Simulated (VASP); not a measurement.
Set up this calculation in VASP 6.6.1, as the native input.

- Task: single point
- Functional: RPBE
- Potentials or basis: VASP PAW PBE potentials, release 64 (Y_sv)
- Cutoff: 500 eV
- k mesh: 2 × 2 × 1
- Occupations: fermi-dirac, width 0.25852 eV
- Spin: no spin polarisation
- Hubbard terms: Y d U = 2.0 eV
- Dipole correction: no
- Further INCAR settings: ALGO = Normal; EDIFF = 1e-06; NBANDS = 18

The structure of Y lies in POSCAR:

```
Y
1.0
    3.6514992371      0.0000000000      0.0000000000
   -1.8257496185      3.1622911012      0.0000000000
    0.0000000000      0.0000000000      5.7474000000
Y
2
Direct
    0.3333333333      0.6666666667      0.2500000000
    0.6666666667      0.3333333333      0.7500000000
```

One way to write it, as run:

INCAR

```
SYSTEM = Y
PREC     = Accurate       ! precision mode
ENCUT    = 500            ! plane-wave cutoff, eV
EDIFF    = 1E-6           ! SCF threshold, eV
ISMEAR   = -1             ! smearing method
SIGMA    = 0.2585199978643553 ! smearing width, eV
LREAL    = .FALSE.        ! projectors in reciprocal space
LASPH    = .TRUE.         ! aspherical terms in the spheres
NELM     = 200            ! most SCF steps
ALGO     = Normal         ! electronic algorithm
ISIF     = 2              ! what is computed and relaxed
LWAVE    = .FALSE.        ! write WAVECAR
LCHARG   = .TRUE.         ! write CHGCAR
LMAXMIX  = 4              ! l up to which the mixer works
LDAU     = .TRUE.         ! DFT+U
LDAUTYPE = 2            
LDAUL    = 2              ! shell
LDAUU    = 2              ! U, eV
LDAUJ    = 0            
LDAUPRINT= 1            
GGA      = RP             ! functional
LELF     = .TRUE.         ! ELF
LVHAR    = .TRUE.       
NBANDS   = 18             ! bands
GGA_COMPAT= .FALSE.
```

KPOINTS

```
regular mesh
0
G
  2 2 1
  0 0 0
```

Potentials or basis: VASP PAW PBE potentials, release 64 (Y_sv).

Command:

```sh
$ cat potpaw_PBE.64/Y_sv/POTCAR > POTCAR
$ mpirun -np 1 vasp_std > vasp.out
```

It gave:

| Item | Value |
| --- | --- |
| Pressure | -1.5 GPa |
| Band gap on the k mesh | zero (band 11 reaches 3.82 eV, above the bottom of band 12 at 3.05 eV) |

Caveat: the k points lie up to 1.09 Å⁻¹ apart; the PAW data sets were made with another functional, which shifts forces and pressure a little; U without spin polarisation on a metal has little footing; the U is typed as a test and isn't derived for this compound.

Run time: 7.3 s on 1 thread of Intel(R) Xeon(R) 6975P-C (Granite Rapids), on a shared host, peak memory 0.17 GiB.
